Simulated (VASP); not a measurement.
Input of a VASP 6.6.1 run:

The input INCAR:

```
  ALGO = Normal
  EDIFF = 1E-6
  ENCUT = 520
  GGA = PE
  ISIF = 2
  ISMEAR = -1
  LASPH = T
  LCHARG = F
  LREAL = F
  LWAVE = F
  NBANDS = 12
  NELM = 100
  PREC = Accurate
  SIGMA = 0.08
```

Contents of KPOINTS:

```
k-points
0
Gamma
  12 12 12
```

Contents of POSCAR:

```
Hg
1.0
    2.9712653094      0.0000000000      0.0000000000
    0.0000000000      2.9712653094      0.0000000000
    0.0000000000      0.0000000000      2.9712653094
Hg
1
Direct
    0.0000000000      0.0000000000      0.0000000000
```

Potentials or basis: VASP PAW PBE potentials, release 64 (Hg).

The run is started by

```sh
$ cat potpaw_PBE.64/Hg/POTCAR > POTCAR
$ mpirun -np 1 vasp_std > vasp.out
```

(1) Estimate the pressure.

(2) Estimate the band gap on the k mesh.

Answers

(1) 3.7 GPa.

(2) zero (bands 6 and 7 overlap by 6.67 eV).

Caveat: the cell stands under pressure; spin-orbit coupling is left out, which moves the levels of the heavy elements.
